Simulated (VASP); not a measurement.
# Ga (P2_1/m) in VASP: further runs, part 2 of 2

VASP 6.6.1.

### 3 Single point, LDA (18.92 Å³/atom)

This run uses another cell than the first one, of 18.92 Å³/atom.

File INCAR:

```
ALGO = Fast
EDIFF = 1E-6
ENCUT = 520
GGA = CA
ISIF = 2
ISMEAR = -1
LASPH = True
LCHARG = False
LREAL = False
LWAVE = False
NBANDS = 20
NELM = 80
PREC = Accurate
SIGMA = 0.05
```

File KPOINTS:

```
k-points
0
Gamma
  10 8 7
```

File POSCAR:

```
Ga
1.0
    2.8149844631      0.0000000000      0.0000000000
    0.0000000000      3.3247928052      0.0000000000
   -1.3611098509      0.0000000000      4.0427827924
Ga
2
Direct
    0.1345962700      0.7500000000      0.7701668300
    0.8654037300      0.2500000000      0.2298331700
```

Potentials or basis: VASP PAW LDA potentials, release 64 (Ga_d).

The run is started by

```bash
$ cat potpaw_LDA.64/Ga_d/POTCAR > POTCAR
$ mpirun -np 1 vasp_std > vasp.out
```

OUTCAR:

```text
EDIFF = 1E-6
   ENCUT = 520
   GGA = CA
   ISIF = 2
   ISMEAR = -1
   LASPH = True
   LREAL = False
   NELM = 80
   PREC = Accurate

 ion  position               nearest neighbor table
   1  0.135  0.750  0.770-   2 2.75   2 2.75   2 2.85   2 2.85   2 2.88   2 2.88
   2  0.865  0.250  0.230-   1 2.75   1 2.75   1 2.85   1 2.85   1 2.88   1 2.88

  LATTYP: Found a simple monoclinic cell.
 ALAT       =     2.8149844631
 B/A-ratio  =     1.1811052064
 C/A-ratio  =     1.5153762184
[... 747 lines left out ...]

  FORCE on cell =-STRESS in cart. coord.  units (eV):
  Direction    XX          YY          ZZ          XY          YZ          ZX
  --------------------------------------------------------------------------------------
  -------------------------------------------------------------------------------------
  Total       -0.9188882     -1.2921301     -1.0217268      0.0000000      0.0000000     -0.0901163
  in kB      -38.9091972    -54.7136693    -43.2637690      0.0000000      0.0000000     -3.8158628
  external PRESSURE =     -45.6288785 kB  Pullay stress =       0.0000000 kB

 VOLUME and BASIS-vectors are now :
 -----------------------------------------------------------------------------
  energy-cutoff  :      520.00
  volume of cell :       37.84
      direct lattice vectors                 reciprocal lattice vectors
     2.814984463  0.000000000  0.000000000     0.355241748  0.000000000  0.119601539
     0.000000000  3.324792805  0.000000000     0.000000000  0.300770622  0.000000000
    -1.361109851  0.000000000  4.042782792     0.000000000  0.000000000  0.247354372

 POSITION                                       TOTAL-FORCE (eV/Angst)
 -----------------------------------------------------------------------------------
     -0.66940      2.49359      3.11362        -0.013695      0.000000     -0.047584
      2.12327      0.83120      0.92917         0.013695      0.000000      0.047584
 -----------------------------------------------------------------------------------
    total drift:                               -0.000000     -0.000000      0.000000

  FREE ENERGIE OF THE ION-ELECTRON SYSTEM (eV)
  ---------------------------------------------------
  free  energy   TOTEN  =        -7.1302692484 eV

  energy  without entropy=       -7.1264997028  energy(sigma->0) =       -7.12838448
```

OSZICAR:

```text
N       E                     dE             d eps       ncg     rms          rms(c)
DAV:   1     0.132574159881E+03    0.13257E+03   -0.13326E+04  7480   0.245E+03
DAV:   2     0.457282656488E+01   -0.12800E+03   -0.12489E+03  7376   0.386E+02
DAV:   3    -0.702063378500E+01   -0.11593E+02   -0.11527E+02  8112   0.955E+01
DAV:   4    -0.720061254734E+01   -0.17998E+00   -0.17987E+00  8208   0.131E+01
DAV:   5    -0.720359112945E+01   -0.29786E-02   -0.29785E-02  8132   0.167E+00    0.138E+00
RMM:   6    -0.714450090717E+01    0.59090E-01   -0.91427E-02  9636   0.362E+00    0.694E-01
RMM:   7    -0.713155250778E+01    0.12948E-01   -0.27221E-02 10070   0.145E+00    0.191E-01
RMM:   8    -0.713022178454E+01    0.13307E-02   -0.38051E-03 10347   0.605E-01    0.207E-02
RMM:   9    -0.713025754482E+01   -0.35760E-04   -0.56873E-04 11194   0.286E-01    0.107E-02
RMM:  10    -0.713026767203E+01   -0.10127E-04   -0.13717E-04 11687   0.114E-01    0.405E-03
RMM:  11    -0.713026896557E+01   -0.12935E-05   -0.16224E-05  9171   0.368E-02    0.181E-03
RMM:  12    -0.713026924837E+01   -0.28280E-06   -0.37735E-06  6117   0.205E-02
   1 F= -.71302692E+01 E0= -.71283845E+01  d E =-.376955E-02
```

Run time: 2.1 min. Hardware: 1 thread of Intel Xeon 8259CL, shared host; peak memory 0.22 GiB.

Results:

| Property | Result |
| --- | --- |
| Free energy | -7.1303 eV |
| Pressure | -4.6 GPa |
| Largest force | 0.050 eV/Å |
| Band gap on the k mesh | zero (bands 13 and 14 overlap by 7.98 eV) |

Forces on the atoms (eV/Å):
```
Ga  -0.014  0.000 -0.048
Ga   0.014  0.000  0.048
```

Stress tensor (GPa, compression positive):
```
-3.89  0.00 -0.38
 0.00 -5.47  0.00
-0.38  0.00 -4.33
```

Levels at points of the mesh, in eV from the Fermi level:
```tsv
k point	band 9	band 10	band 11	band 12	band 13	band 14	band 15	band 16	band 17	band 18
(0.00, 0.00, 0.00)	-14.79	-14.67	-11.06	-1.91	-1.60	1.82	5.67	8.88	10.01	10.24
(0.50, 0.00, 0.00)	-14.72	-14.70	-6.16	-5.06	-1.27	0.14	5.96	6.31	8.46	8.82
(0.00, 0.50, 0.00)	-14.73	-14.73	-7.61	-7.61	1.76	1.76	2.62	2.62	11.06	11.06
(0.50, 0.50, 0.00)	-14.69	-14.69	-2.90	-2.90	-1.65	-1.65	2.17	2.17	4.55	4.55
```

Caveat: the cell stands under tension.

### 4 Single point, PBEsol (18.92 Å³/atom)

This run uses another cell than the first one, of 18.92 Å³/atom.

File INCAR:

```
  ALGO = Fast
  EDIFF = 1E-7
  ENCUT = 520
  GGA = PS
  ISIF = 2
  ISMEAR = -1
  LASPH = True
  LCHARG = False
  LREAL = False
  LWAVE = False
  NBANDS = 20
  NELM = 100
  PREC = Accurate
  SIGMA = 0.05
```

KPOINTS is that of step 3.

POSCAR is that of step 3.

Potentials or basis: VASP PAW PBE potentials, release 64 (Ga_d).

The run is started by

```bash
$ cat potpaw_PBE.64/Ga_d/POTCAR > POTCAR
$ mpirun -np 1 vasp_std > vasp.out
```

Run time: 1.8 min. Hardware: 1 thread of Intel Xeon 8259CL, shared host; peak memory 0.23 GiB.

The run converged. Its results:

```yaml
Free_energy: -6.6783 eV
Pressure: -2.6 GPa
Largest_force: 0.056 eV/Å
Band_gap_on_the_k_mesh: zero (bands 13 and 14 overlap by 8.05 eV)
```

Forces on the atoms (eV/Å):
```
Ga  -0.011  0.000 -0.056
Ga   0.011  0.000  0.056
```

Stress tensor (GPa, compression positive):
```
-1.90  0.00 -0.38
 0.00 -3.73  0.00
-0.38  0.00 -2.10
```

Levels at points of the mesh, in eV from the Fermi level:
| k point | band 11 | band 12 | band 13 | band 14 | band 15 | band 16 |
| --- | --- | --- | --- | --- | --- | --- |
| (0.00, 0.00, 0.00) | -11.07 | -1.94 | -1.54 | 1.83 | 5.56 | 8.93 |
| (0.50, 0.00, 0.00) | -6.14 | -5.09 | -1.29 | 0.15 | 6.02 | 6.38 |
| (0.00, 0.50, 0.00) | -7.61 | -7.61 | 1.74 | 1.74 | 2.61 | 2.61 |
| (0.50, 0.50, 0.00) | -2.87 | -2.87 | -1.66 | -1.66 | 2.17 | 2.17 |

Caveat: the PAW data sets were made with another functional, which shifts forces and pressure a little.

### 5 Single point, LDA (19.28 Å³/atom)

This run uses another cell than the first one, of 19.28 Å³/atom.

File INCAR:

```
SYSTEM = Ga
ALGO = Fast
EDIFF = 1E-6
ENCUT = 520
ISIF = 2
ISMEAR = -1
LASPH = .True.
LCHARG = .False.
LREAL = .False.
LWAVE = .False.
NBANDS = 20
NELM = 60
PREC = Accurate
SIGMA = 0.05
```

File KPOINTS:

```
k-points
0
Gamma
  10 8 7
  0 0 0
```

File POSCAR:

```
Ga
1.0
    2.8329147839      0.0000000000      0.0000000000
    0.0000000000      3.3459704005      0.0000000000
   -1.3697795742      0.0000000000      4.0685336955
Ga
2
Direct
    0.1345962700      0.7500000000      0.7701668300
    0.8654037300      0.2500000000      0.2298331700
```

Potentials or basis: VASP PAW LDA potentials, release 64 (Ga_d).

The run is started by

```bash
$ cat potpaw_LDA.64/Ga_d/POTCAR > POTCAR
$ mpirun -np 1 vasp_std > vasp.out
```

Wall time 92 s (1 thread of Intel Xeon 8259CL, shared host); peak memory 0.22 GiB.

It converged, with:

```
Free energy            : -7.1078 eV
Pressure               : -5.4 GPa
Largest force          : 0.043 eV/Å
Band gap on the k mesh : zero (bands 13 and 14 overlap by 7.85 eV)
```

Forces in eV/Å, atoms in the order of the input:
```
Ga  -0.013  0.000 -0.041
Ga   0.013  0.000  0.041
```

Stress tensor (GPa, compression positive):
```
-4.64  0.00 -0.38
 0.00 -6.25  0.00
-0.38  0.00 -5.19
```

Levels at points of the mesh, in eV from the Fermi level:
```csv
k point,band 11,band 12,band 13,band 14,band 15,band 16
"(0.00, 0.00, 0.00)",-10.91,-1.85,-1.66,1.81,5.64,8.75
"(0.50, 0.00, 0.00)",-6.11,-4.98,-1.22,0.11,5.88,6.20
"(0.00, 0.50, 0.00)",-7.52,-7.52,1.75,1.75,2.58,2.58
"(0.50, 0.50, 0.00)",-2.90,-2.90,-1.62,-1.62,2.16,2.16
```

Caveat: the cell stands under tension.

### 6 Single point, PBEsol (19.28 Å³/atom)

This run uses another cell than the first one, of 19.28 Å³/atom.

File INCAR:

```
SYSTEM = Ga
  PREC = Accurate
  ENCUT = 520
  EDIFF = 1E-6
  ISMEAR = -1
  SIGMA = 0.05
  LREAL = .FALSE.
  LASPH = .TRUE.
  NELM = 80
  ALGO = Fast
  ISIF = 2
  LWAVE = .FALSE.
  LCHARG = .FALSE.
  GGA = PS
  NBANDS = 20
```

File KPOINTS:

```
Automatic mesh
0
G
  10 8 7
  0 0 0
```

POSCAR is that of step 5.

Potentials or basis: VASP PAW PBE potentials, release 64 (Ga_d).

The run is started by

```bash
$ cat potpaw_PBE.64/Ga_d/POTCAR > POTCAR
$ mpirun -np 1 vasp_std > vasp.out
```

It took 93 s on 1 thread of Intel Xeon 8259CL, shared host; peak memory 0.23 GiB.

The run converged. Its results:

```yaml
Free_energy: -6.6642 eV
Pressure: -3.6 GPa
Largest_force: 0.048 eV/Å
Band_gap_on_the_k_mesh: zero (bands 13 and 14 overlap by 7.92 eV)
```

Forces in eV/Å, atoms in the order of the input:
```
Ga  -0.010  0.000 -0.047
Ga   0.010  0.000  0.047
```

Stress tensor (GPa, compression positive):
```
-2.82  0.00 -0.38
 0.00 -4.69  0.00
-0.38  0.00 -3.15
```

Levels at points of the mesh, in eV from the Fermi level:
| k point | band 11 | band 12 | band 13 | band 14 | band 15 | band 16 |
| --- | --- | --- | --- | --- | --- | --- |
| (0.00, 0.00, 0.00) | -10.92 | -1.88 | -1.59 | 1.82 | 5.53 | 8.81 |
| (0.50, 0.00, 0.00) | -6.09 | -5.01 | -1.25 | 0.12 | 5.94 | 6.27 |
| (0.00, 0.50, 0.00) | -7.52 | -7.52 | 1.74 | 1.74 | 2.57 | 2.57 |
| (0.50, 0.50, 0.00) | -2.86 | -2.86 | -1.63 | -1.63 | 2.16 | 2.16 |

Caveat: the cell stands under tension; the PAW data sets were made with another functional, which shifts forces and pressure a little.

### 7 The runs side by side

```csv
level,potentials or basis,cell,further INCAR settings,gap on the mesh (eV),pressure (GPa),largest force (eV/Å)
LDA,"VASP PAW LDA potentials, release 64 (Ga_d)","a = 2.797, b = 3.303, c = 4.238 Å, angles 90.0, 108.6, 90.0°, 2 atoms",ALGO = Fast; EDIFF = 1e-07; NBANDS = 20,none,-3.6,0.06
LDA,"VASP PAW LDA potentials, release 64 (Ga_d)","a = 2.815, b = 3.325, c = 4.266 Å, angles 90.0, 108.6, 90.0°, 2 atoms",ALGO = Fast; EDIFF = 1e-06; NBANDS = 20,none,-4.6,0.05
PBEsol,"VASP PAW PBE potentials, release 64 (Ga_d)","a = 2.815, b = 3.325, c = 4.266 Å, angles 90.0, 108.6, 90.0°, 2 atoms",ALGO = Fast; EDIFF = 1e-07; NBANDS = 20,none,-2.6,0.06
LDA,"VASP PAW LDA potentials, release 64 (Ga_d)","a = 2.833, b = 3.346, c = 4.293 Å, angles 90.0, 108.6, 90.0°, 2 atoms",ALGO = Fast; EDIFF = 1e-06; NBANDS = 20,none,-5.4,0.04
PBEsol,"VASP PAW PBE potentials, release 64 (Ga_d)","a = 2.833, b = 3.346, c = 4.293 Å, angles 90.0, 108.6, 90.0°, 2 atoms",ALGO = Fast; EDIFF = 1e-06; NBANDS = 20,none,-3.6,0.05
```

Alike in all rows: task single point; no spin polarisation; k mesh 10 × 8 × 7; cutoff (eV) 520; smearing fermi-dirac 0.05 eV.

Caveats: the cell stands under tension (at least some runs); the PAW data sets were made with another functional, which shifts forces and pressure a little (at least some runs).

Absolute energies hang on the potentials; compare differences alone.
